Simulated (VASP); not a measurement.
Here is a VASP 6.6.1 calculation.

The input POSCAR:

```
AlP
1.0
    2.6784088043      2.6784088043      0.0000000000
   -2.6784088043      2.6784088043      0.0000000000
    0.0000000000      2.6784088043      2.6784088043
Al P
1 1
Direct
    0.0000000000      0.0000000000      0.0000000000
    0.7500000000      0.2500000000      0.5000000000
```

The input INCAR.step1:

```
  ALGO = Normal
  EDIFF = 1E-5
  ENCUT = 550
  GGA = PE
  GGA_COMPAT = False
  ISMEAR = 0
  LASPH = True
  LCHARG = False
  LREAL = False
  LWAVE = True
  NBANDS = 11
  NELM = 120
  PREC = Accurate
  SIGMA = 0.01
```

Contents of INCAR.step2:

```
  ALGO = Normal
  EDIFF = 1E-6
  ENCUT = 550
  GGA_COMPAT = False
  ISIF = 2
  ISMEAR = 0
  ISTART = 1
  LASPH = True
  LCHARG = False
  LMIXTAU = True
  LREAL = False
  LWAVE = False
  METAGGA = R2SCAN
  NBANDS = 11
  NELM = 120
  PREC = Accurate
  SIGMA = 0.01
```

File KPOINTS:

```
k-points
0
Gamma
  8 8 8
```

Potentials or basis: VASP PAW PBE potentials, release 64 (Al, P).

Launch:

```console
$ cat potpaw_PBE.64/Al/POTCAR potpaw_PBE.64/P/POTCAR > POTCAR
$ cp INCAR.step1 INCAR
$ mpirun -np 1 vasp_std > vasp.out
$ cp INCAR.step2 INCAR
$ mpirun -np 1 vasp_std > vasp.out
```

Q: Estimate the pressure.

A: 6.6 GPa.

Q: Predict the band gap on the k mesh.

A: 1.80 eV, indirect (least direct gap 4.10 eV).

Caveat: the PAW data sets were made with another functional, which shifts forces and pressure a little. r2SCAN opens gaps a little over a GGA but as a rule still falls short of measured ones.
